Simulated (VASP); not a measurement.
Here is a VASP 6.6.1 calculation.

The input INCAR:

```
SYSTEM = Al16Cu
PREC = Accurate
ENCUT = 520
EDIFF = 1E-6
ISMEAR = 0
SIGMA = 0.1
LREAL = Auto
LASPH = .True.
NELM = 80
ALGO = Normal
ISIF = 2
LWAVE = .False.
LCHARG = .True.
LDIPOL = .True.
IDIPOL = 3
DIPOL = 0.5 0.5 0.303
GGA = PE
IVDW = 12
LELF = .True.
LVHAR = .True.
LVACPOTAV = .True.
NBANDS = 44
```

KPOINTS

```
regular mesh
0
Gamma
  5 4 1
  0 0 0
```

Contents of POSCAR:

```
Al16Cu
1.0
    5.6324246412      0.0000000000      0.0000000000
    0.0000000000      7.9654513166      0.0000000000
    0.0000000000      0.0000000000     21.2293510975
Al Cu
16 1
Direct
    0.2500000000      0.2500000000      0.1884183827
    0.2500000000      0.7500000000      0.1884183827
    0.7500000000      0.2500000000      0.1884183827
    0.7500000000      0.7500000000      0.1884183827
    0.0000000000      0.0000000000      0.2547466541
    0.0000000000      0.5000000000      0.2547466541
    0.5000000000      0.0000000000      0.2547466541
    0.5000000000      0.5000000000      0.2547466541
    0.2500000000      0.2500000000      0.3240951258
    0.2500000000      0.7500000000      0.3240951258
    0.7500000000      0.2500000000      0.3240951258
    0.7500000000      0.7500000000      0.3240951258
    0.0000000000      0.0000000000      0.3876402562
    0.0000000000      0.5000000000      0.3876402562
    0.5000000000      0.0000000000      0.3876402562
    0.5000000000      0.5000000000      0.3876402562
    0.2500000000      0.0625000000      0.5289540432
```

Potentials or basis: VASP PAW PBE potentials, release 64 (Al, Cu).

Launch:

```bash
$ cat potpaw_PBE.64/Al/POTCAR potpaw_PBE.64/Cu/POTCAR > POTCAR
$ mpirun -np 1 vasp_std > vasp.out
```

Problem. Predict the band gap on the k mesh.

Solution. Zero (an odd number of electrons rules out a gap without spin polarisation).

Problem. What does it give for the largest force?

Solution. 1.221 eV/Å.

Forces in eV/Å, atoms in the order of the input:
```
Al   0.000 -0.016  0.173
Al   0.000 -0.002  0.166
Al   0.000  0.001  0.180
Al   0.000 -0.015  0.155
Al  -0.143 -0.003 -0.151
Al  -0.029  0.010 -0.085
Al   0.143 -0.003 -0.151
Al   0.029  0.010 -0.085
Al   0.000  0.003 -0.067
Al   0.000  0.028 -0.005
Al   0.000 -0.056 -0.043
Al   0.000  0.045 -0.059
Al   0.034  0.085  0.566
Al   0.014 -0.015  0.027
Al  -0.034  0.085  0.566
Al  -0.014 -0.015  0.027
Cu   0.000 -0.141 -1.213
```
